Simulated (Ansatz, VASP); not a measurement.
## InP in VASP and in Ansatz

Contents of INCAR:

```
SYSTEM = InP
  ALGO = Normal
  EDIFF = 1E-7
  EDIFFG = -0.002
  ENCUT = 500
  GGA = PS
  GGA_COMPAT = .False.
  IBRION = 2
  ISIF = 3
  ISMEAR = 0
  LASPH = .True.
  LCHARG = .False.
  LREAL = .False.
  LWAVE = .False.
  NELM = 120
  NELMIN = 4
  NSW = 100
  PREC = Accurate
  SIGMA = 0.02
```

KPOINTS

```
k-points
0
Gamma
  10 10 10
  0 0 0
```

File POSCAR:

```
InP
1.0
    0.0000000000      2.9519763900      2.9519763900
    2.9519763900      0.0000000000      2.9519763900
    2.9519763900      2.9519763900      0.0000000000
In P
1 1
Direct
    0.0000000000      0.0000000000      0.0000000000
    0.7500000000      0.7500000000      0.7500000000
```

Input for Ansatz:

```yaml
crystal:
  lattice:
    - [0.0, 2.95197639, 2.95197639]
    - [2.95197639, 0.0, 2.95197639]
    - [2.95197639, 2.95197639, 0.0]
  atoms:
    - { symbol: In, position: [0.0, 0.0, 0.0] }
    - { symbol: P, position: [0.75, 0.75, 0.75] }
basis:
  ecutwfc: 420
kpoints:
  mp_grid: { grid: [10, 10, 10] }
hamiltonian:
  xc: pbesol
  pseudopotentials: { kind: paw }
scf:
  occupations: { method: gaussian, width: 0.02 }
output:
  forces: true
  stress: true
  eigenvalues: true
relax:
  adjacent_minimum: "off"
  f_tol: 0.002
  max_steps: 80
  cell: { stress_tol: 0.02 }
```

Alike in both runs: task relaxation of cell and atoms; functional PBEsol; k mesh 10 × 10 × 10; occupations gaussian, width 0.02 eV; no spin polarisation.

|  | VASP | Ansatz |
| --- | --- | --- |
| version | VASP 6.6.1 | Ansatz 0.2.0 |
| potentials or method | VASP PAW PBE potentials, release 64 (In_d, P), cutoff 500 eV | scalar-relativistic, plane waves, PAW |
| valence electrons in the cell | 18 | 18 |

Ansatz gave:

* gap on the k mesh at the Fermi level, each at its own relaxed structure (eV): 0.57
* relaxed volume (Å³/atom): 25.39
* relaxed cell length with the largest relative difference (Å): 4.157

Q: Estimate VASP's values.

A: gap on the k mesh at the Fermi level, each at its own relaxed structure (eV): 0.57; relaxed volume (Å³/atom): 25.39; relaxed cell length with the largest relative difference (Å): 4.156.

VASP's potentials were made for PBE, not for PBEsol.
